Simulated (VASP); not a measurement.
Runs of VASP 6.6.1 on TaN. The structure is that of space group P-6m2 (No. 187), or close to it. The cells are those of the table. 

```tsv
task	level	potentials or basis	cell	k mesh	cutoff (eV)	grid for exact exchange (PRECFOCK)	share of exact exchange	screening parameter	gap on the mesh (eV)	pressure (GPa)
single point	PBEsol-based screened hybrid with 25 % exact exchange	VASP PAW PBE potentials, release 64 (Ta_sv_GW, N)	a = 2.913, b = 2.913, c = 2.856 Å, angles 90.0, 90.0, 120.0°, 2 atoms	5 × 5 × 5	520	Normal	0.25	0.207 1/Å	none	-3.0
single point	r2SCAN	VASP PAW PBE potentials, release 64 (Ta_sv_GW, N)	a = 2.936, b = 2.936, c = 2.884 Å, angles 90.0, 90.0, 120.0°, 2 atoms	10 × 10 × 9	770	-	-	-	none	0.0
single point	r2SCANh	VASP PAW PBE potentials, release 64 (Ta_sv_GW, N)	a = 2.938, b = 2.938, c = 2.883 Å, angles 90.0, 90.0, 120.0°, 2 atoms	5 × 5 × 5	580	Normal	0.1	-	none	(a)
single point	B3LYP	VASP PAW PBE potentials, release 64 (Ta_sv_GW, N)	a = 2.959, b = 2.959, c = 2.901 Å, angles 90.0, 90.0, 120.0°, 2 atoms	5 × 5 × 5	520	Normal	0.2	-	none	-1.2
relaxation of cell and atoms	LDA	VASP PAW LDA potentials, release 64 (Ta_sv_GW, N)	relaxed from a = 2.938, b = 2.938, c = 2.883 Å, angles 90.0, 90.0, 120.0°, 2 atoms	7 × 7 × 7	700	-	-	-	none	-0.1
```

Alike in all rows: no spin polarisation; smearing fermi-dirac 0.05 eV.

Question: Estimate the missing entries.

Answer: (a) -3.3.

Caveats: some runs use coarse meshes; spin-orbit coupling is left out, which moves the levels of the heavy elements; the PAW data sets were made with another functional, which shifts forces and pressure a little (at least some runs).

A k mesh can miss the band edges, and the runs leave out spin-orbit coupling on Ta.

A gap of «none» marks levels without a gap at the run's occupations.
